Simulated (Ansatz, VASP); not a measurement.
**Two plane-wave programs on Cr**

POSCAR

```
Cr
1.0
    2.9345442942      0.0000000000      0.0000000000
   -1.4672721471      2.5413899073      0.0000000000
    0.0000000000      0.0000000000      3.9869567790
Cr
2
Direct
    0.3333333333      0.6666666667      0.2500000000
    0.6666666667      0.3333333333      0.7500000000
```

The input INCAR.step1:

```
SYSTEM = Cr
  ALGO = Normal
  EDIFF = 1E-4
  ENCUT = 520
  GGA = PE
  ISMEAR = -1
  ISPIN = 2
  LASPH = .True.
  LCHARG = .False.
  LMAXMIX = 4
  LREAL = .False.
  LWAVE = .True.
  MAGMOM = 3.096 -3.096
  NBANDS = 23
  NELM = 150
  PREC = Accurate
  SIGMA = 0.1
```

File INCAR.step2:

```
SYSTEM = Cr
  ALGO = Normal
  EDIFF = 1E-7
  ENCUT = 520
  ISIF = 2
  ISMEAR = -1
  ISPIN = 2
  ISTART = 1
  LASPH = .True.
  LCHARG = .False.
  LMAXMIX = 4
  LMIXTAU = .True.
  LORBIT = 11
  LREAL = .False.
  LWAVE = .False.
  MAGMOM = 3.096 -3.096
  METAGGA = R2SCAN
  NBANDS = 23
  NELM = 150
  PREC = Accurate
  SIGMA = 0.1
```

The input KPOINTS:

```
k-points
0
Gamma
  6 6 4
  0 0 0
```

Input for Ansatz:

```yaml
crystal:
  lattice:
    - [2.9345442942, 0.0, 0.0]
    - [-1.4672721471, 2.5413899073, 0.0]
    - [0.0, 0.0, 3.986956779]
  atoms:
    - { symbol: Cr, position: [0.3333333333, 0.6666666667, 0.25], spin: 3.096 }
    - { symbol: Cr, position: [0.6666666667, 0.3333333333, 0.75], spin: -3.096 }
hamiltonian:
  xc: r2scan
  pseudopotentials:
    kind: paw
    azcp:
      Cr: "pseudopotentials/Cr.paw.azcp"
basis:
  ecutwfc: 500
  fft_grid_basis: typed
kpoints:
  mp_grid: { grid: [6, 6, 4], shift: [0, 0, 0] }
magnetization:
  spin_polarized: true
scf:
  occupations: { method: fermi_dirac, width: 0.1 }
```

Alike in both runs: task single point; functional r2SCAN; k mesh 6 × 6 × 4; occupations fermi-dirac, width 0.1 eV; collinear spin.

|  | VASP | Ansatz |
| --- | --- | --- |
| version | VASP 6.6.1 | Ansatz 0.2.0 |
| potentials or method | VASP PAW PBE potentials, release 64 (Cr_pv), cutoff 520 eV | plane waves (500 eV) with PAW, scalar-relativistic |
| valence electrons in the cell | 24 | 28 |

VASP gave:

```
net moment per atom (μB)                                      : 0.00
size of the moment on the site where the two differ most (μB) : 3.23
```

Question: Which values does Ansatz return?

Answer: net moment per atom (μB): 0.00; size of the moment on the site where the two differ most (μB): 3.09.

VASP's potentials were made for PBE, not for r2SCAN. Site moments also hang on the region over which each program counts them. With one functional, cell and mesh, what is left measures potentials, basis and numerics. VASP's potentials hold 24 valence electrons a cell and Ansatz's 28, so a difference there can come from the potentials and not from the codes. Ansatz's warnings: stability check not made.

The k mesh is coarse, so the values compare programs but aren't converged.
